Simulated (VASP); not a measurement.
# Mg2Sn (Fm-3m) in VASP: further runs

Runs on Mg2Sn. Level: LDA. Tasks: single point.

Everything below comes from runs of VASP 6.6.1. Logs are shortened: lines on timing, memory, paths and dates and some standing lists are left out, and cuts for length are marked.

**1. The cell of the first run**

It takes space group Fm-3m (No. 225, cubic). Conventional cell: a = 6.804 Å, b = 6.804 Å, c = 6.804 Å, α = 90.00°, β = 90.00°, γ = 90.00°. Mg (site symmetry -43m) has 4 Sn at 2.95 Å and 6 Mg at 3.40 Å within 3.9 Å. Within 3.9 Å of Sn (site symmetry m-3m) lie 8 Mg at 2.95 Å.

**2. Single point, LDA (26.25 Å³/atom)**

Contents of INCAR:

```
PREC     = Accurate       # precision mode
ENCUT    = 600            # plane-wave cutoff, eV
EDIFF    = 1E-6           # SCF threshold, eV
ISMEAR   = -1             # smearing method
SIGMA    = 0.08           # smearing width, eV
LREAL    = False          # projectors in reciprocal space
LASPH    = True           # aspherical terms in the spheres
NELM     = 120            # most SCF steps
ALGO     = Normal         # electronic algorithm
ISIF     = 2              # what is computed and relaxed
LWAVE    = False          # write WAVECAR
LCHARG   = False          # write CHGCAR
NBANDS   = 16             # bands
GGA_COMPAT= False
```

Contents of KPOINTS:

```
regular mesh
0
Gamma
  11 11 11
```

Contents of POSCAR:

```
Mg2Sn
1.0
    0.0000000000      3.4018814470      3.4018814470
    3.4018814470      0.0000000000      3.4018814470
    3.4018814470      3.4018814470      0.0000000000
Mg Sn
2 1
Direct
    0.2500000000      0.2500000000      0.2500000000
    0.7500000000      0.7500000000      0.7500000000
    0.0000000000      0.0000000000      0.0000000000
```

Potentials or basis: VASP PAW LDA potentials, release 64 (Mg, Sn_d).

Run with:

```
$ cat potpaw_LDA.64/Mg/POTCAR potpaw_LDA.64/Sn_d/POTCAR > POTCAR
$ mpirun -np 1 vasp_std > vasp.out
```

OUTCAR:

```text
PREC = Accurate
   ENCUT = 600
   EDIFF = 1E-6
   ISMEAR = -1
   LREAL = False
   LASPH = True
   NELM = 120
   ISIF = 2

 ion  position               nearest neighbor table
   1  0.250  0.250  0.250-   3 2.95   3 2.95   3 2.95   3 2.95   2 3.40   2 3.40   2 3.40   2 3.40
                             2 3.40   2 3.40
   2  0.750  0.750  0.750-   3 2.95   3 2.95   3 2.95   3 2.95   1 3.40   1 3.40   1 3.40   1 3.40
                             1 3.40   1 3.40
   3  0.000  0.000  0.000-   2 2.95   2 2.95   2 2.95   1 2.95   2 2.95   1 2.95   1 2.95   1 2.95

  LATTYP: Found a face centered cubic cell.
 ALAT       =     6.8037628940

  Lattice vectors:

 A1 = (   0.0000000000,   3.4018814470,   3.4018814470)
 A2 = (   3.4018814470,   0.0000000000,   3.4018814470)
 A3 = (   3.4018814470,   3.4018814470,   0.0000000000)

Analysis of symmetry for initial positions (statically):
=====================================================================
 Subroutine PRICEL returns:
 Original cell was already a primitive cell.

 Routine SETGRP: Setting up the symmetry group for a
 face centered cubic supercell.

 Subroutine GETGRP returns: Found 48 space group operations
 (whereof 48 operations were pure point group operations)
 out of a pool of 48 trial point group operations.

The static configuration has the point symmetry O_h .

Analysis of symmetry for dynamics (positions and initial velocities):
=====================================================================
 Subroutine PRICEL returns:
 Original cell was already a primitive cell.

 Routine SETGRP: Setting up the symmetry group for a
 face centered cubic supercell.

 Subroutine GETGRP returns: Found 48 space group operations
 (whereof 48 operations were pure point group operations)
 out of a pool of 48 trial point group operations.

The dynamic configuration has the point symmetry O_h .

 Subroutine INISYM returns: Found 48 space group operations
 (whereof 48 operations are pure point group operations),
 and found     1 'primitive' translations

----------------------------------------------------------------------------------------

                                     Primitive cell

  volume of cell :      78.7386

  direct lattice vectors                    reciprocal lattice vectors
     0.000000000  3.401881447  3.401881447    -0.146977491  0.146977491  0.146977491
     3.401881447  0.000000000  3.401881447     0.146977491 -0.146977491  0.146977491
     3.401881447  3.401881447  0.000000000     0.146977491  0.146977491 -0.146977491

[... 86 lines left out ...]
   LREAL  =      F    real-space projection
   EDIFFG = 0.1E-04   stopping-criterion for IOM
   NSW    =      0    number of steps for IOM
   IBRION =     -1    ionic relax: 0-MD 1-quasi-New 2-CG
   NFREE  =      0    steps in history (QN), initial steepest desc. (CG)
   ISIF   =      2    stress and relaxation
   ISYM   =      2    0-nonsym 1-usesym 2-fastsym
   POTIM  = 0.5000    time-step for ionic-motion
   TEBEG  =    0.0;   TEEND  =   0.0 temperature during run
   PSTRESS=    0.0 pullay stress
   NELECT =      18.0000    total number of electrons
   NUPDOWN=      -1.0000    fix difference up-down
   EMIN   =  10.00;   EMAX   =-10.00  energy-range for DOS
   EFERMI =   0.00;   METHOD = LEGACY
   ISMEAR =    -1;   SIGMA  =   0.08  broadening in eV -4-tet -1-fermi 0-gaus
   EFERMI_NEDOS =   21; number of points for ismear=-14 and -15
   IALGO  =     38    algorithm
   IMIX   =      4    mixing-type and parameters
     AMIX     =   0.40;   BMIX     =  1.00
     AMIX_MAG =   1.60;   BMIX_MAG =  1.00
  volume/ion in A,a.u.               =      26.25       177.12
  Fermi-wavevector in a.u.,A,eV,Ry     =   1.001006  1.891626 13.633203  1.002012
  Thomas-Fermi vector in A             =   2.133399
   LORBIT       =      0    0 simple, 1 ext, 2 COOP (PROOUT), +10 PAW based schemes
   GGA     = CA    functional components
   LHFCALC =     F    Hartree Fock is set to
   AEXX    =    0.0000 exact exchange contribution
   IVDW    =     0    specifies the selected vdW correction
   LEPSILON=     F    determine dielectric tensor
   LRPA    =     F    only Hartree local field effects (RPA)
 non-spin polarized calculation
  energy-cutoff  :      600.00
  volume of cell :       78.74
 maximum number of plane-waves:      2685
   NGX = 19   NGY = 19   NGZ = 19

 number of electron      18.0000004 magnetization

 Free energy of the ion-electron system (eV)
  ---------------------------------------------------
  ext. energy  EPLUGINS =         0.00000000
  ---------------------------------------------------
  free energy    TOTEN  =        -8.89351881 eV

  energy without entropy =       -8.88623049  energy(sigma->0) =       -8.88987465

 E-fermi :   3.8903     XC(G=0):  -8.9052

 val. band max:        3.8692207481   @ k =  -0.0909   0.0909   0.0000
 cond. band min:       3.9363264453   @ k =  -0.4545   0.4545   0.0000
 fundamental gap:      0.0671056972
 Fermi energy:         3.8903013864

 k-point     1 :       0.0000    0.0000    0.0000
  band No.  band energies     occupation
      1     -16.9610      2.00000
      2     -16.9610      2.00000
      3     -16.9610      2.00000
      4     -16.9233      2.00000
      5     -16.9233      2.00000
      6      -5.1083      2.00000
[... 433 lines left out ...]
      3     -16.9587      2.00000
      4     -16.9234      2.00000
      5     -16.9227      2.00000
      6      -4.4567      2.00000
[... 8 lines left out ...]
     15      10.0348      0.00000
     16      10.4380      0.00000

 [... further k-points ...]

------------------------ aborting loop because EDIFF is reached ----------------------------------------

  FORCE on cell =-STRESS in cart. coord.  units (eV):
  Direction    XX          YY          ZZ          XY          YZ          ZX
  --------------------------------------------------------------------------------------
  -------------------------------------------------------------------------------------
  Total       -1.3615925     -1.3615925     -1.3615925     -0.0000000     -0.0000000      0.0000000
  in kB      -27.7057684    -27.7057684    -27.7057684     -0.0000000     -0.0000000      0.0000000
  external PRESSURE =     -27.7057684 kB  Pullay stress =       0.0000000 kB

 VOLUME and BASIS-vectors are now :
 -----------------------------------------------------------------------------
  energy-cutoff  :      600.00
  volume of cell :       78.74
      direct lattice vectors                 reciprocal lattice vectors
     0.000000000  3.401881447  3.401881447    -0.146977491  0.146977491  0.146977491
     3.401881447  0.000000000  3.401881447     0.146977491 -0.146977491  0.146977491
     3.401881447  3.401881447  0.000000000     0.146977491  0.146977491 -0.146977491

 POSITION                                       TOTAL-FORCE (eV/Angst)
 -----------------------------------------------------------------------------------
      1.70094      1.70094      1.70094        -0.000000     -0.000000     -0.000000
      5.10282      5.10282      5.10282        -0.000000      0.000000      0.000000
      0.00000      0.00000      0.00000         0.000000      0.000000      0.000000
 -----------------------------------------------------------------------------------
    total drift:                               -0.000000      0.000000     -0.000000

  FREE ENERGIE OF THE ION-ELECTRON SYSTEM (eV)
  ---------------------------------------------------
  free  energy   TOTEN  =        -8.8935188063 eV

  energy  without entropy=       -8.8862304902  energy(sigma->0) =       -8.88987465
```

OSZICAR:

```text
N       E                     dE             d eps       ncg     rms          rms(c)
DAV:   1     0.975209572056E+02    0.97521E+02   -0.88931E+03  1800   0.128E+03
DAV:   2    -0.883902162840E+00   -0.98405E+02   -0.95593E+02  1912   0.317E+02
DAV:   3    -0.905171596869E+01   -0.81678E+01   -0.81285E+01  2480   0.781E+01
DAV:   4    -0.926580371545E+01   -0.21409E+00   -0.21406E+00  2080   0.135E+01
DAV:   5    -0.927514515355E+01   -0.93414E-02   -0.93413E-02  2720   0.264E+00    0.331E+00
DAV:   6    -0.897326282352E+01    0.30188E+00   -0.27102E-01  2208   0.208E+00    0.174E+00
DAV:   7    -0.889487677608E+01    0.78386E-01   -0.20003E-01  2280   0.252E+00    0.445E-01
DAV:   8    -0.889371172252E+01    0.11651E-02   -0.16991E-02  2256   0.142E+00    0.199E-01
DAV:   9    -0.889358880319E+01    0.12292E-03   -0.16202E-03  2336   0.471E-01    0.468E-02
DAV:  10    -0.889351754360E+01    0.71260E-04   -0.28711E-04  2256   0.917E-02    0.193E-02
DAV:  11    -0.889351949943E+01   -0.19558E-05   -0.24006E-05  2144   0.411E-02    0.938E-03
DAV:  12    -0.889351880629E+01    0.69314E-06   -0.18802E-06  1800   0.146E-02
   1 F= -.88935188E+01 E0= -.88898746E+01  d E =-.728832E-02
```

stdout:

```text
POSCAR found type information on POSCAR MgSn
 POSCAR found :  2 types and       3 ions
 scaLAPACK will be used
 LDA part: xc-table for (Slater(with rela. corr.)+CA(PZ))
 , standard interpolation
 POSCAR, INCAR and KPOINTS ok, starting setup
 FFT: planning ... GRIDC
 FFT: planning ... GRID_SOFT
 FFT: planning ... GRID
 WAVECAR not read
 entering main loop
```

Run time: 1.8 min. Hardware: 1 thread of Intel Xeon 8259CL, shared host; peak memory 0.26 GiB.

Results:

- Free energy: -8.8935 eV
- Pressure: -2.8 GPa
- Band gap on the k mesh: zero (bands 9 and 10 overlap by 0.19 eV)

Caveat: spin-orbit coupling is left out, which moves the levels of the heavy elements.

[end of part 1 of 2]
